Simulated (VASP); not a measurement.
Wanted: the native input for a VASP 6.6.1 run.

| Property | Result |
| --- | --- |
| Task | single point |
| Functional | PBE |
| Potentials or basis | VASP PAW PBE potentials, release 64 (Mn_pv, O) |
| Cutoff | 520 eV |
| k mesh | 10 × 10 × 6 |
| Occupations | gaussian, width 0.05 eV |
| Spin | collinear spin, ferromagnetic start |
| Starting moments | [3.15, 0.0, 0.0] μB |
| Hubbard terms | Mn d U = 1.0 eV |
| Dipole correction | no |
| k mesh for the DOS | 15 × 15 × 9 |
| Occupations for the DOS | tetrahedron |
| Further INCAR settings | ALGO = Normal; EDIFF = 1e-06 |

Crystal: MnO2.

```
Mn O
1.0
     2.92030    0.00000    0.00000
    -1.46015    2.52905    0.00000
     0.00000    0.00000    5.50702
Mn O
1 2
Direct
  0.00000 0.00000 0.00000
  0.33333 0.66667 0.17287
  0.66667 0.33333 0.82713
```

One way to write it, as run:

POSCAR

```
MnO2
1.0
    2.9203003366      0.0000000000      0.0000000000
   -1.4601501683      2.5290542782      0.0000000000
    0.0000000000      0.0000000000      5.5070216066
Mn O
1 2
Direct
    0.0000000000      0.0000000000      0.0000000000
    0.3333333333      0.6666666667      0.1728657965
    0.6666666667      0.3333333333      0.8271342035
```

INCAR.step1

```
SYSTEM = MnO2
ALGO = Normal
EDIFF = 1E-6
ENCUT = 520
GGA = PE
ISIF = 2
ISMEAR = 0
ISPIN = 2
LASPH = .TRUE.
LCHARG = .TRUE.
LDAU = .TRUE.
LDAUJ = 0 0
LDAUL = 2 -1
LDAUPRINT = 1
LDAUTYPE = 2
LDAUU = 1 0
LMAXMIX = 4
LREAL = .FALSE.
LWAVE = .FALSE.
MAGMOM = 3.15 0 0
NBANDS = 24
NELM = 150
PREC = Accurate
SIGMA = 0.05
```

KPOINTS.step1

```
k-points
0
G
  10 10 6
  0 0 0
```

INCAR.step2

```
SYSTEM = MnO2
ALGO = Normal
EDIFF = 1E-6
ENCUT = 520
GGA = PE
ICHARG = 11
ISIF = 2
ISMEAR = -5
ISPIN = 2
LASPH = .TRUE.
LCHARG = .FALSE.
LDAU = .TRUE.
LDAUJ = 0 0
LDAUL = 2 -1
LDAUPRINT = 1
LDAUTYPE = 2
LDAUU = 1 0
LMAXMIX = 4
LORBIT = 11
LREAL = .FALSE.
LWAVE = .FALSE.
MAGMOM = 3.15 0 0
NEDOS = 2001
NELM = 150
PREC = Accurate
SIGMA = 0.05
```

KPOINTS.step2

```
k-points
0
G
  15 15 9
  0 0 0
```

Potentials or basis: VASP PAW PBE potentials, release 64 (Mn_pv, O).

Launch:

```sh
$ cat potpaw_PBE.64/Mn_pv/POTCAR potpaw_PBE.64/O/POTCAR > POTCAR
$ cp INCAR.step1 INCAR
$ cp KPOINTS.step1 KPOINTS
$ mpirun -np 1 vasp_std > vasp.out
$ cp INCAR.step2 INCAR
$ cp KPOINTS.step2 KPOINTS
$ mpirun -np 1 vasp_std > vasp.out
```

Results of the run:

- Net moment: 3.00 μB per cell
- Site moments: Mn +2.97; O -0.02 μB
- Valence electrons inside the program's atomic spheres: Mn 11.61; O 4.97

Caveat: a cell with one magnetic atom can't hold antiferromagnetic order, which such compounds often take.

It took 5.9 min on 1 thread of Intel Xeon 8259CL (shared host), peak memory 0.35 GiB.
